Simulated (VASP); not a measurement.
A run of VASP 6.6.1 is set up as follows.

Contents of INCAR:

```
PREC = Accurate
ENCUT = 500
EDIFF = 1E-7
ISMEAR = 0
SIGMA = 0.1
LREAL = False
LASPH = True
NELM = 120
ALGO = Normal
ISIF = 3
LWAVE = False
LCHARG = False
GGA = PS
IBRION = 2
NSW = 90
EDIFFG = -0.04
GGA_COMPAT = False
NELMIN = 4
```

File KPOINTS:

```
regular mesh
0
Gamma
  6 6 6
```

Contents of POSCAR:

```
Ag
1.0
    2.6295146812      0.0000000000      0.0000000000
    0.0000000000      2.6295146812      0.0000000000
    0.0000000000      0.0000000000      2.6295146812
Ag
1
Direct
    0.0000000000      0.0000000000      0.0000000000
```

Potentials or basis: VASP PAW PBE potentials, release 64 (Ag).

Launch:

```sh
$ cat potpaw_PBE.64/Ag/POTCAR > POTCAR
$ mpirun -np 1 vasp_std > vasp.out
```

(1) Estimate the relaxed cell.

(2) What does it give for the space group after relaxing (to 0.05 Å)?

(3) Estimate the relaxed volume.

Results:

(1) a = 2.688 Å, b = 2.688 Å, c = 2.688 Å, α = 90.00°, β = 90.00°, γ = 90.00°.

(2) Pm-3m (No. 221).

(3) 19.41 Å³/atom.

Caveat: the k points lie up to 0.39 Å⁻¹ apart in the final cell; the PAW data sets were made with another functional, which shifts forces and pressure a little.
